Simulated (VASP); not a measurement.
# Sb (P2_1/m) in VASP: further runs

The runs below take Sb through single point, with PBEsol, r2SCAN.

Everything below comes from runs of VASP 6.6.1. Logs are shortened: lines on timing, memory, paths and dates and some standing lists are left out, and cuts for length are marked.

**1. The cell of the first run**

It takes space group P2_1/m (No. 11, monoclinic). Conventional cell: a = 4.435 Å, b = 4.331 Å, c = 6.367 Å, α = 90.00°, β = 101.72°, γ = 90.00°. Sb (site symmetry m) has 7 Sb at 2.86 to 3.68 Å within 3.8 Å. Within 3.8 Å of Sb (site symmetry m) lie 7 Sb at 2.86 to 3.67 Å.

**2. Single point, PBEsol**

Input file INCAR:

```
ALGO = Normal
EDIFF = 1E-6
ENCUT = 500
GGA = PS
GGA_COMPAT = F
ISIF = 2
ISMEAR = -1
LASPH = T
LCHARG = F
LREAL = F
LWAVE = F
NBANDS = 38
NELM = 120
PREC = Accurate
SIGMA = 0.05
```

Input file KPOINTS:

```
k-points
0
Gamma
  6 6 4
```

Input file POSCAR:

```
Sb
1.0
    4.4352720244      0.0000000000      0.0000000000
    0.0000000000      4.3308481452      0.0000000000
   -1.2935620687      0.0000000000      6.2344268918
Sb
4
Direct
    0.3399300000      0.2500000000      0.6836700000
    0.9366380000      0.7500000000      0.7627580000
    0.0633620000      0.2500000000      0.2372420000
    0.6600700000      0.7500000000      0.3163300000
```

Potentials or basis: VASP PAW PBE potentials, release 64 (Sb_d_GW).

The run is started by

```sh
$ cat potpaw_PBE.64/Sb_d_GW/POTCAR > POTCAR
$ mpirun -np 1 vasp_std > vasp.out
```

OUTCAR:

```text
EDIFF = 1E-6
   ENCUT = 500
   GGA = PS
   ISIF = 2
   ISMEAR = -1
   LASPH = T
   LREAL = F
   NELM = 120
   PREC = Accurate

 ion  position               nearest neighbor table
   1  0.340  0.250  0.684-   3 2.86   2 2.92   2 2.92   2 3.38   2 3.38
   2  0.937  0.750  0.763-   4 2.86   1 2.92   1 2.92   1 3.38   1 3.38
   3  0.063  0.250  0.237-   1 2.86   4 2.92   4 2.92   4 3.38   4 3.38
   4  0.660  0.750  0.316-   2 2.86   3 2.92   3 2.92   3 3.38   3 3.38

  LATTYP: Found a simple monoclinic cell.
 ALAT       =     4.4352720244
 B/A-ratio  =     0.9764560373
 C/A-ratio  =     1.4355853266
 COS(beta)  =    -0.2031599047

  Lattice vectors:

 A1 = (   4.4352720244,   0.0000000000,   0.0000000000)
 A2 = (   0.0000000000,   4.3308481452,   0.0000000000)
 A3 = (  -1.2935620687,   0.0000000000,   6.2344268918)

Analysis of symmetry for initial positions (statically):
=====================================================================
 Subroutine PRICEL returns:
 Original cell was already a primitive cell.

 Routine SETGRP: Setting up the symmetry group for a
 simple monoclinic supercell.

 Subroutine GETGRP returns: Found  4 space group operations
 (whereof  2 operations were pure point group operations)
 out of a pool of  4 trial point group operations.

The static configuration has the point symmetry S_2 .
 The point group associated with its full space group is C_2h.

Analysis of symmetry for dynamics (positions and initial velocities):
=====================================================================
 Subroutine PRICEL returns:
 Original cell was already a primitive cell.

 Routine SETGRP: Setting up the symmetry group for a
 simple monoclinic supercell.

 Subroutine GETGRP returns: Found  4 space group operations
 (whereof  2 operations were pure point group operations)
 out of a pool of  4 trial point group operations.

The dynamic configuration has the point symmetry S_2 .
 The point group associated with its full space group is C_2h.

 Subroutine INISYM returns: Found  4 space group operations
 (whereof  2 operations are pure point group operations),
 and found     1 'primitive' translations

----------------------------------------------------------------------------------------

                                     Primitive cell

  volume of cell :     119.7539

  direct lattice vectors                    reciprocal lattice vectors
     4.435272024  0.000000000  0.000000000     0.225465314  0.000000000  0.046781105
     0.000000000  4.330848145  0.000000000     0.000000000  0.230901654  0.000000000
    -1.293562069  0.000000000  6.234426892     0.000000000  0.000000000  0.160399667

  length of vectors
     4.435272024  4.330848145  6.367211438     0.230267409  0.230901654  0.160399667

  position of ions in fractional coordinates (direct lattice)
     0.339930000  0.250000000  0.683670000
     0.936638000  0.750000000  0.762758000
     0.063362000  0.250000000  0.237242000
     0.660070000  0.750000000  0.316330000

  ion indices of the primitive-cell ions
   primitive index   ion index
                 1           1
                 2           2
                 3           3
                 4           4

----------------------------------------------------------------------------------------

 KPOINTS: k-points

Automatic generation of k-mesh.
 Grid dimensions read from file:
 generate k-points for:    6    6    4

 Generating k-lattice:

  Cartesian coordinates                     Fractional coordinates (reciprocal lattice)
     0.037577552  0.000000000  0.007796851     0.166666667  0.000000000  0.000000000
     0.000000000  0.038483609  0.000000000     0.000000000  0.166666667  0.000000000
     0.000000000  0.000000000  0.040099917     0.000000000  0.000000000  0.250000000

  Length of vectors
     0.038377901  0.038483609  0.040099917

  Shift w.r.t. Gamma in fractional coordinates (k-lattice)
     0.000000000  0.000000000  0.000000000

 Subroutine IBZKPT returns following result:
 ===========================================

 Found     56 irreducible k-points:

 Following reciprocal coordinates:
            Coordinates               Weight
  0.000000  0.000000  0.000000      1.000000
  0.166667  0.000000  0.000000      2.000000
  0.333333  0.000000  0.000000      2.000000
  0.500000  0.000000  0.000000      1.000000
  0.000000  0.166667  0.000000      2.000000
  0.166667  0.166667  0.000000      4.000000
[... 16 lines left out ...]
  0.000000  0.166667  0.250000      4.000000
  0.166667  0.166667  0.250000      4.000000
 [... further k-points ...]
   k-points           NKPTS =     56   k-points in BZ     NKDIM =     56   number of bands    NBANDS=     38
   number of dos      NEDOS =    301   number of ions     NIONS =      4
   total plane-waves  NPLWV =  49152
   dimension x,y,z NGX =    32 NGY =   32 NGZ =   48
   dimension x,y,z NGXF=    64 NGYF=   64 NGZF=   96
   ions per type =               4
   NGX,Y,Z   is equivalent  to a cutoff of  11.99, 12.28, 12.53 a.u.
   NGXF,Y,Z  is equivalent  to a cutoff of  23.99, 24.57, 25.07 a.u.
 SYSTEM =  unknown system
   PREC   = accura    normal or accurate (medium, high low for compatibility)
   ISTART =      0    job   : 0-new  1-cont  2-samecut
   ICHARG =      2    charge: 1-file 2-atom 10-const
   ISPIN  =      1    spin polarized calculation?
   LNONCOLLINEAR =      F non collinear calculations
   LSORBIT =      F    spin-orbit coupling
   LASPH  =      T    aspherical Exc in radial PAW
   ENCUT  =  500.0 eV  36.75 Ry    6.06 a.u.   8.09  7.90 11.61*2*pi/ulx,y,z
   NELM   =    120;   NELMIN=  2; NELMDL= -5     # of ELM steps
   EDIFF  = 0.1E-05   stopping-criterion for ELM
   LREAL  =      F    real-space projection
   EDIFFG = 0.1E-04   stopping-criterion for IOM
   NSW    =      0    number of steps for IOM
   IBRION =     -1    ionic relax: 0-MD 1-quasi-New 2-CG
   NFREE  =      0    steps in history (QN), initial steepest desc. (CG)
   ISIF   =      2    stress and relaxation
   ISYM   =      2    0-nonsym 1-usesym 2-fastsym
   POTIM  = 0.5000    time-step for ionic-motion
   TEBEG  =    0.0;   TEEND  =   0.0 temperature during run
   PSTRESS=    0.0 pullay stress
   NELECT =      60.0000    total number of electrons
   NUPDOWN=      -1.0000    fix difference up-down
   EMIN   =  10.00;   EMAX   =-10.00  energy-range for DOS
   EFERMI =   0.00;   METHOD = LEGACY
   ISMEAR =    -1;   SIGMA  =   0.05  broadening in eV -4-tet -1-fermi 0-gaus
   EFERMI_NEDOS =   21; number of points for ismear=-14 and -15
   IALGO  =     38    algorithm
   IMIX   =      4    mixing-type and parameters
     AMIX     =   0.40;   BMIX     =  1.00
     AMIX_MAG =   1.60;   BMIX_MAG =  1.00
  volume/ion in A,a.u.               =      29.94       202.03
  Fermi-wavevector in a.u.,A,eV,Ry     =   1.300255  2.457126 23.002881  1.690664
  Thomas-Fermi vector in A             =   2.431466
   LORBIT       =      0    0 simple, 1 ext, 2 COOP (PROOUT), +10 PAW based schemes
   GGA     = PS    functional components
   LHFCALC =     F    Hartree Fock is set to
   AEXX    =    0.0000 exact exchange contribution
   IVDW    =     0    specifies the selected vdW correction
   LEPSILON=     F    determine dielectric tensor
   LRPA    =     F    only Hartree local field effects (RPA)
 non-spin polarized calculation
  energy-cutoff  :      500.00
  volume of cell :      119.75
 maximum number of plane-waves:      3060
   NGX = 17   NGY = 15   NGZ = 23

 number of electron      60.0000049 magnetization

 Free energy of the ion-electron system (eV)
  ---------------------------------------------------
  ext. energy  EPLUGINS =         0.00000000
  ---------------------------------------------------
  free energy    TOTEN  =       -17.85403695 eV

  energy without entropy =      -17.84607777  energy(sigma->0) =      -17.85005736

 E-fermi :   5.1160     XC(G=0): -10.1064

 val. band max:        5.1115881248   @ k =   0.0000   0.3333   0.5000
 cond. band min:       5.1312444766   @ k =  -0.1667   0.0000   0.2500
 fundamental gap:      0.0196563518
 Fermi energy:         5.1160039227

 k-point     1 :       0.0000    0.0000    0.0000
  band No.  band energies     occupation
      1     -24.0773      2.00000
      2     -24.0725      2.00000
      3     -24.0698      2.00000
      4     -24.0212      2.00000
      5     -24.0133      2.00000
      6     -24.0021      2.00000
[... 30 lines left out ...]
     37       9.1348      0.00000
     38      10.6983      0.00000

 k-point     2 :       0.1667    0.0000    0.0000
  band No.  band energies     occupation
      1     -24.0720      2.00000
      2     -24.0700      2.00000
      3     -24.0633      2.00000
      4     -24.0196      2.00000
      5     -24.0112      2.00000
      6     -24.0014      2.00000
[... 30 lines left out ...]
     37       9.0697      0.00000
     38      10.7860      0.00000

 k-point     3 :       0.3333    0.0000    0.0000
  band No.  band energies     occupation
      1     -24.0709      2.00000
      2     -24.0535      2.00000
      3     -24.0482      2.00000
      4     -24.0171      2.00000
      5     -24.0067      2.00000
      6     -24.0017      2.00000
[... 30 lines left out ...]
     37      10.5103      0.00000
     38      11.0259      0.00000

 k-point     4 :       0.5000    0.0000    0.0000
  band No.  band energies     occupation
      1     -24.0703      2.00000
      2     -24.0430      2.00000
      3     -24.0398      2.00000
      4     -24.0160      2.00000
      5     -24.0043      2.00000
      6     -24.0035      2.00000
[... 30 lines left out ...]
     37      11.6851      0.00000
     38      11.9068      0.00000
[... 703 lines left out ...]
      4     -24.0173      2.00000
      5     -24.0104      2.00000
      6     -23.9986      2.00000
[... 30 lines left out ...]
     37       9.6827      0.00000
     38      10.8258      0.00000

 k-point    23 :       0.0000    0.1667    0.2500
  band No.  band energies     occupation
      1     -24.0729      2.00000
      2     -24.0705      2.00000
      3     -24.0597      2.00000
      4     -24.0164      2.00000
      5     -24.0080      2.00000
      6     -24.0003      2.00000
[... 30 lines left out ...]
     37       9.3448      0.00000
     38      10.4066      0.00000

 k-point    24 :       0.1667    0.1667    0.2500
  band No.  band energies     occupation
      1     -24.0736      2.00000
      2     -24.0641      2.00000
      3     -24.0544      2.00000
      4     -24.0156      2.00000
      5     -24.0066      2.00000
      6     -23.9991      2.00000
[... 30 lines left out ...]
     37       9.9186      0.00000
     38      10.6069      0.00000

 [... further k-points ...]
[... 5 lines left out ...]
  --------------------------------------------------------------------------------------
  -------------------------------------------------------------------------------------
  Total        0.4741265      0.4721212      0.8363052      0.0000000      0.0000000      0.3677064
  in kB        6.3432976      6.3164682     11.1888543      0.0000000      0.0000000      4.9195124
  external PRESSURE =       7.9495401 kB  Pullay stress =       0.0000000 kB

 VOLUME and BASIS-vectors are now :
 -----------------------------------------------------------------------------
  energy-cutoff  :      500.00
  volume of cell :      119.75
      direct lattice vectors                 reciprocal lattice vectors
     4.435272024  0.000000000  0.000000000     0.225465314  0.000000000  0.046781105
     0.000000000  4.330848145  0.000000000     0.000000000  0.230901654  0.000000000
    -1.293562069  0.000000000  6.234426892     0.000000000  0.000000000  0.160399667

 POSITION                                       TOTAL-FORCE (eV/Angst)
 -----------------------------------------------------------------------------------
      0.62331      1.08271      4.26229         0.226321     -0.000000      0.291887
      3.16757      3.24814      4.75536        -0.051253     -0.000000      0.293913
     -0.02586      1.08271      1.47907         0.051253      0.000000     -0.293913
      2.51840      3.24814      1.97214        -0.226321     -0.000000     -0.291887
 -----------------------------------------------------------------------------------
    total drift:                                0.000000     -0.000000     -0.000000

  FREE ENERGIE OF THE ION-ELECTRON SYSTEM (eV)
  ---------------------------------------------------
  free  energy   TOTEN  =       -17.8540369461 eV

  energy  without entropy=      -17.8460777723  energy(sigma->0) =      -17.85005736
```

Run time: 4.1 min. Hardware: 1 thread of Intel Xeon Platinum 8259CL at 2.50GHz (Skylake/Cascade Lake), shared host; peak memory 0.35 GiB.

Results:

- Free energy: -17.8540 eV
- Pressure: 0.8 GPa
- Largest force: 0.369 eV/Å
- Band gap on the k mesh: zero (band 30 reaches 5.38 eV, above the bottom of band 31 at 4.65 eV)

Forces in eV/Å, atoms in the order of the input:
```
Sb   0.226  0.000  0.292
Sb  -0.051  0.000  0.294
Sb   0.051  0.000 -0.294
Sb  -0.226  0.000 -0.292
```

Stress tensor (GPa, compression positive):
```
0.63 0.00 0.49
0.00 0.63 0.00
0.49 0.00 1.12
```

Caveat: the PAW data sets were made with another functional, which shifts forces and pressure a little; spin-orbit coupling is left out, which moves the levels of the heavy elements.

**3. Single point, PBEsol**

This run uses another cell than the first one, of 31.21 Å³/atom, 1.043 times its volume.

Input file INCAR:

```
ALGO = Normal
EDIFF = 1E-6
ENCUT = 500
GGA = PS
GGA_COMPAT = False
ISIF = 2
ISMEAR = -1
LASPH = True
LCHARG = False
LREAL = False
LWAVE = False
NBANDS = 38
NELM = 120
PREC = Accurate
SIGMA = 0.05
```

KPOINTS is that of step 2.

Input file POSCAR:

```
Sb
1.0
    4.4973118361      0.0000000000      0.0000000000
    0.0000000000      4.3914272939      0.0000000000
   -1.3116561893      0.0000000000      6.3216329680
Sb
4
Direct
    0.3399300000      0.2500000000      0.6836700000
    0.9366380000      0.7500000000      0.7627580000
    0.0633620000      0.2500000000      0.2372420000
    0.6600700000      0.7500000000      0.3163300000
```

Potentials or basis: VASP PAW PBE potentials, release 64 (Sb_d_GW).

The run is started by

```sh
$ cat potpaw_PBE.64/Sb_d_GW/POTCAR > POTCAR
$ mpirun -np 1 vasp_std > vasp.out
```

Wall time 4.2 min (1 thread of AMD EPYC 9R45 (Zen 5), shared host); peak memory 0.33 GiB.

It converged, with:

| Item | Value |
| --- | --- |
| Free energy | -17.8438 eV |
| Pressure | -1.5 GPa |
| Largest force | 0.135 eV/Å |
| Band gap on the k mesh | zero (band 30 reaches 4.89 eV, above the bottom of band 31 at 4.30 eV) |

Forces on the atoms (eV/Å):
```
Sb   0.006  0.000  0.135
Sb   0.072  0.000  0.045
Sb  -0.072  0.000 -0.045
Sb  -0.006  0.000 -0.135
```

Stress tensor (GPa, compression positive):
```
-1.52  0.00  0.42
 0.00 -1.86  0.00
 0.42  0.00 -1.03
```

Levels at points of the mesh, in eV from the Fermi level:
| k point | band 28 | band 29 | band 30 | band 31 | band 32 | band 33 |
| --- | --- | --- | --- | --- | --- | --- |
| (0.00, 0.00, 0.00) | -2.19 | -1.40 | -0.13 | 1.99 | 2.71 | 2.99 |
| (0.50, 0.00, 0.00) | -1.12 | -0.93 | -0.71 | 0.27 | 1.13 | 1.33 |
| (0.00, 0.50, 0.00) | -1.44 | -1.13 | -1.13 | 0.42 | 0.42 | 1.30 |
| (0.50, 0.50, 0.00) | -3.60 | -2.34 | -2.34 | 0.78 | 0.78 | 5.10 |
| (0.00, 0.00, 0.50) | -2.17 | -1.78 | -1.62 | 0.64 | 1.83 | 2.17 |
| (0.50, 0.00, 0.50) | -1.05 | -0.89 | -0.72 | -0.38 | 0.76 | 1.08 |
| (0.00, 0.50, 0.50) | -1.64 | -0.87 | -0.87 | 0.12 | 0.12 | 0.94 |
| (0.50, 0.50, 0.50) | -3.93 | -1.29 | -1.29 | 1.94 | 1.94 | 3.58 |

Caveat: the PAW data sets were made with another functional, which shifts forces and pressure a little; spin-orbit coupling is left out, which moves the levels of the heavy elements.

**4. Single point, r2SCAN**

Input file POSCAR:

```
Sb
1.0
    4.4352720244      0.0000000000      0.0000000000
    0.0000000000      4.3308481452      0.0000000000
   -1.2935620687      0.0000000000      6.2344268918
Sb
4
Direct
    0.3399300000      0.2500000000      0.6836700000
    0.9366380000      0.7500000000      0.7627580000
    0.0633620000      0.2500000000      0.2372420000
    0.6600700000      0.7500000000      0.3163300000
```

Input file INCAR.step1:

```
SYSTEM = Sb
ALGO = Normal ; EDIFF = 1E-4
ENCUT = 520 ; GGA = PE
ISMEAR = -1 ; LASPH = .True.
LCHARG = .False. ; LREAL = .False.
LWAVE = .True. ; NBANDS = 18
NELM = 100 ; PREC = Accurate
SIGMA = 0.05
```

Input file INCAR.step2:

```
SYSTEM = Sb
ALGO = Normal ; EDIFF = 1E-6
ENCUT = 520 ; ISIF = 2
ISMEAR = -1 ; ISTART = 1
LASPH = .True. ; LCHARG = .True.
LELF = .True. ; LMIXTAU = .True.
LREAL = .False. ; LVHAR = .True.
LWAVE = .False. ; METAGGA = R2SCAN
NBANDS = 18 ; NELM = 100
PREC = Accurate ; SIGMA = 0.05
```

Input file KPOINTS:

```
k-points
0
Gamma
  6 6 4
  0 0 0
```

Potentials or basis: VASP PAW PBE potentials, release 64 (Sb).

The run is started by

```sh
$ cat potpaw_PBE.64/Sb/POTCAR > POTCAR
$ cp INCAR.step1 INCAR
$ mpirun -np 1 vasp_std > vasp.out
$ cp INCAR.step2 INCAR
$ mpirun -np 1 vasp_std > vasp.out
```

Run time: 1.9 min. Hardware: 1 thread of Intel Xeon 6975P-C (Granite Rapids), shared host; peak memory 0.29 GiB.

It converged, with:

```yaml
Free_energy: -102.2260 eV
Pressure: 3.0 GPa
Largest_force: 0.304 eV/Å
Band_gap_on_the_k_mesh: zero (band 10 reaches 7.50 eV, above the bottom of band 11 at 6.64 eV)
```

Forces in eV/Å, atoms in the order of the input:
```
Sb   0.089  0.000  0.291
Sb   0.020  0.000  0.168
Sb  -0.020  0.000 -0.168
Sb  -0.089  0.000 -0.291
```

Stress tensor (GPa, compression positive):
```
2.86 0.00 0.24
0.00 2.72 0.00
0.24 0.00 3.33
```

Levels at points of the mesh, in eV from the Fermi level:
```
           k point  band 7  band 8  band 9  band 10  band 11  band 12  band 13  band 14
(0.00, 0.00, 0.00)   -3.24   -2.54   -1.73    -0.23     2.05     2.91     3.14     3.30
(0.50, 0.00, 0.00)   -2.54   -1.20   -1.16    -0.77     0.14     1.34     1.44     1.52
(0.00, 0.50, 0.00)   -1.69   -1.69   -1.39    -1.39     0.50     0.50     1.39     1.39
(0.50, 0.50, 0.00)   -4.06   -4.06   -2.72    -2.72     0.82     0.82     5.58     5.58
(0.00, 0.00, 0.50)   -2.90   -2.56   -2.08    -1.88     0.68     1.92     2.27     3.23
(0.50, 0.00, 0.50)   -2.18   -1.32   -0.89    -0.73    -0.57     0.73     1.22     1.35
(0.00, 0.50, 0.50)   -1.87   -1.87   -1.08    -1.08     0.16     0.16     1.03     1.03
(0.50, 0.50, 0.50)   -4.41   -4.41   -1.57    -1.57     2.12     2.12     3.80     3.80
```

Caveat: the PAW data sets were made with another functional, which shifts forces and pressure a little; spin-orbit coupling is left out, which moves the levels of the heavy elements.

(Continued in part 2 of 2.)
